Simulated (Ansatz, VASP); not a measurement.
C: VASP beside Ansatz

The input POSCAR:

```
C
1.0
    0.0000000000      1.5340488938      1.5340488938
    1.5340488938      0.0000000000      1.5340488938
    1.5340488938      1.5340488938      0.0000000000
C
2
Direct
   -0.1250000000     -0.1250000000     -0.1250000000
    0.1250000000      0.1250000000      0.1250000000
```

File INCAR.step1:

```
ALGO     = Normal         # electronic algorithm
EDIFF    = 1E-4           # SCF threshold, eV
ENCUT    = 520            # plane-wave cutoff, eV
GGA      = PE             # functional
ISMEAR   = -1             # smearing method
LASPH    = True           # aspherical terms in the spheres
LCHARG   = False          # write CHGCAR
LREAL    = False          # projectors in reciprocal space
LWAVE    = True           # write WAVECAR
NBANDS   = 11             # bands
NELM     = 100            # most SCF steps
PREC     = Accurate       # precision mode
SIGMA    = 0.08           # smearing width, eV
```

The input INCAR.step2:

```
ALGO     = Normal         # electronic algorithm
EDIFF    = 1E-6           # SCF threshold, eV
ENCUT    = 520            # plane-wave cutoff, eV
ISIF     = 2              # what is computed and relaxed
ISMEAR   = -1             # smearing method
ISTART   = 1            
LASPH    = True           # aspherical terms in the spheres
LCHARG   = False          # write CHGCAR
LMIXTAU  = True         
LREAL    = False          # projectors in reciprocal space
LWAVE    = False          # write WAVECAR
METAGGA  = R2SCAN         # meta-GGA
NBANDS   = 11             # bands
NELM     = 100            # most SCF steps
PREC     = Accurate       # precision mode
SIGMA    = 0.08           # smearing width, eV
```

KPOINTS

```
k-points
0
Gamma
  20 20 20
```

Input for Ansatz:

```yaml
crystal:
  lattice:
    - [0.0, 1.5340488938, 1.5340488938]
    - [1.5340488938, 0.0, 1.5340488938]
    - [1.5340488938, 1.5340488938, 0.0]
  atoms:
    - { symbol: C, position: [-0.125, -0.125, -0.125] }
    - { symbol: C, position: [0.125, 0.125, 0.125] }
kpoints:
  mp_grid: { grid: [20, 20, 20] }
scf:
  occupations: { method: fermi_dirac, width: 0.08 }
hamiltonian:
  xc: r2scan
  pseudopotentials: { kind: paw }
output:
  forces: true
  stress: true
  eigenvalues: true
  populations: true
```

Change from the starting cell: volume scaled by 0.64, PAW files.

Alike in both runs: task single point; functional r2SCAN; k mesh 20 × 20 × 20; occupations fermi-dirac, width 0.08 eV; no spin polarisation.

|  | VASP | Ansatz |
| --- | --- | --- |
| version | VASP 6.6.1 | Ansatz 0.2.0 |
| potentials or method | VASP PAW PBE potentials, release 64 (C) | PAW with Ansatz's default frozen-core files, scalar-relativistic |
| plane-wave cutoff (eV) | 520 | 500 |
| valence electrons in the cell | 8 | 8 |

```tsv
	VASP	Ansatz	Ansatz less VASP
gap on the k mesh at the Fermi level (eV)	5.52	5.56	+0.047
pressure (GPa)	446.6	442.5	-4.14
```

VASP's potentials were made for PBE, not for r2SCAN. Both programs put the cell under a high pressure, so it lies far from rest at this level.

Noted on VASP's run: the cell as given lies far from equilibrium.
